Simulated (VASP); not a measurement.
ZnS:

```
Zn S
1.0
     3.80545    0.00000    0.00000
    -1.90273    3.29562    0.00000
     0.00000    0.00000    6.24399
Zn S
2 2
Direct
  0.33333 0.66667 0.00034
  0.66667 0.33333 0.50034
  0.33333 0.66667 0.37466
  0.66667 0.33333 0.87466
```

Base run:

| Item | Value |
| --- | --- |
| Program | VASP 6.6.1 |
| Functional | PBEsol |
| Potentials or basis | VASP PAW PBE potentials, release 64 (Zn, S) |
| Cutoff | 520 eV |
| k mesh | 6 × 6 × 4 |
| Occupations | gaussian, width 0.01 eV |
| Spin | no spin polarisation |

Its results: band gap on the k mesh 2.08 eV; pressure -1.2 GPa.

Question: After a change of settings the same cell gave: band gap on the k mesh 2.79 eV; pressure 0.1 GPa. Which change was it?
A. further incar settings from ALGO = Normal; EDIFF = 1e-07; NBANDS = 26 to ALGO = Normal; EDIFF = 1e-06; NBANDS = 26
B. k mesh from 6 × 6 × 4 to 3 × 3 × 3; further incar settings from ALGO = Normal; EDIFF = 1e-07; NBANDS = 26 to ALGO = Normal; EDIFF = 1e-06; NBANDS = 26
C. functional from PBEsol to r2SCAN

Answer: C.

Caveats: the PAW data sets were made with another functional, which shifts forces and pressure a little.
